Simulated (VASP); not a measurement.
# Si16H4CO: single point with PBEsol

Si16H4CO, a slab with vacuum:

```
CELL_PARAMETERS angstrom
7.67918 0.00000 0.00000
3.83959 6.65036 0.00000
0.00000 0.00000 17.41877
ATOMIC_POSITIONS crystal
H 0.16667 0.16667 0.05741
H 0.66667 0.16667 0.05741
H 0.16667 0.66667 0.05741
H 0.66667 0.66667 0.05741
Si 0.16667 0.16667 0.14352
Si 0.66667 0.16667 0.14352
Si 0.16667 0.66667 0.14352
Si 0.66667 0.66667 0.14352
Si 0.83328 0.33173 0.18558
Si 0.33864 0.33915 0.19329
Si 0.82938 0.83579 0.19550
Si 0.33342 0.83236 0.17747
Si 0.81713 0.31020 0.31805
Si 0.25235 0.30243 0.33500
Si 0.80116 0.82215 0.33651
Si 0.31707 0.77869 0.30405
Si 0.00859 0.97560 0.36282
Si 0.44056 0.96003 0.36936
Si 0.93668 0.49444 0.38995
Si 0.46609 0.42740 0.31710
C 0.20740 0.98256 0.44708
O 0.20882 0.96154 0.51412
```

```
Program                : VASP 6.6.1
Task                   : single point
Functional             : PBEsol
Potentials or basis    : VASP PAW PBE potentials, release 64 (H_h, Si, C_h, O_h)
Cutoff                 : 1000 eV
k mesh                 : 2 × 2 × 1
Occupations            : fermi-dirac, width 0.02 eV
Spin                   : no spin polarisation
Dipole correction      : no
Further INCAR settings : LREAL = Auto; ALGO = Normal; EDIFF = 1e-06; NBANDS = 56; NELMDL = -8
```

```json
{"Largest force": "0.652 eV/Å", "Band gap on the k mesh": "0.83 eV (least direct gap 0.85 eV)"}
```

Forces on the atoms (eV/Å):
```
H    0.196  0.159 -0.134
H   -0.161 -0.128 -0.166
H   -0.373 -0.126 -0.170
H    0.189 -0.004 -0.141
Si   0.262  0.413  0.311
Si   0.074 -0.344  0.148
Si  -0.640  0.124  0.001
Si   0.465 -0.093  0.080
Si   0.011  0.008  0.014
Si  -0.009 -0.001  0.000
Si  -0.004 -0.001 -0.004
Si   0.006  0.007 -0.004
Si  -0.007  0.002  0.003
Si  -0.009 -0.012 -0.001
Si   0.003 -0.005  0.012
Si  -0.009 -0.004  0.002
Si   0.001  0.001  0.006
Si   0.013  0.006  0.006
Si  -0.004  0.001  0.021
Si  -0.002  0.002  0.006
C    0.006  0.009 -0.124
O   -0.009 -0.014  0.135
```

Levels at points of the mesh, in eV from the valence-band top:
```tsv
k point	band 36	band 37	band 38	band 39	band 40	band 41	band 42	band 43
(0.00, 0.00, 0.00)	-0.48	-0.39	-0.29	0.00	0.85	1.03	1.28	1.36
(0.50, 0.00, 0.00)	-1.08	-0.68	-0.36	-0.02	1.14	1.22	1.77	2.01
(0.50, 0.50, 0.00)	-0.82	-0.58	-0.33	-0.04	0.83	1.26	1.79	1.98
(0.00, 0.50, 0.00)	-0.88	-0.74	-0.41	-0.22	0.93	1.15	1.82	2.09
```

Run time: 26 min on 1 thread of Intel(R) Xeon(R) Platinum 8124M CPU @ 3.00GHz (Skylake/Cascade Lake), on a shared host, peak memory 2 GiB.

Caveat: the k points lie up to 0.47 Å⁻¹ apart; there is no dipole correction, which matters where the two faces differ; the PAW data sets were made with another functional, which shifts forces and pressure a little.
